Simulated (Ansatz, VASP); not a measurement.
Si2WC3: VASP beside Ansatz

```xyz
6
Lattice="3.2498 0.0000 0.0000 -1.6249 2.8144 0.0000 0.0000 0.0000 8.1337" Properties=species:S:1:pos:R:3 pbc="T T T"
Si    0.0000    0.0000    1.6548
Si    0.0000    0.0000    6.4788
W     0.0000    0.0000    4.0668
C     0.8127    1.4071    0.0000
C     1.6249    0.0003    0.0000
C     2.4371    1.4071    0.0000
```

Alike in both runs: functional PBE; k mesh 5 × 5 × 2; occupations gaussian, width 0.2 eV; no spin polarisation.

Ansatz relaxed the structure, and its values are those at the end. VASP's run is a single point on that final structure, the one shown.

```csv
,VASP,Ansatz
version,VASP 6.6.1,Ansatz 0.2.0
potentials or method,"VASP PAW PBE potentials, release 64 (Si, W_sv, C), cutoff 600 eV","scalar-relativistic, plane waves, PAW"
valence electrons in the cell,34,34
```

VASP gave:

```
gap on the k mesh at the Fermi level (eV) : none
pressure (GPa)                            : -0.1
rms of the force components (eV/Å)        : 0.003
```

Problem. What did Ansatz give for the same quantities?

Solution. gap on the k mesh at the Fermi level (eV): none; pressure (GPa): 0.0; rms of the force components (eV/Å): 0.002.

A gap of «none» marks a metal or a gap that the smearing closes.

The k mesh is coarse, so the values compare programs but aren't converged. Spin-orbit coupling is off throughout.
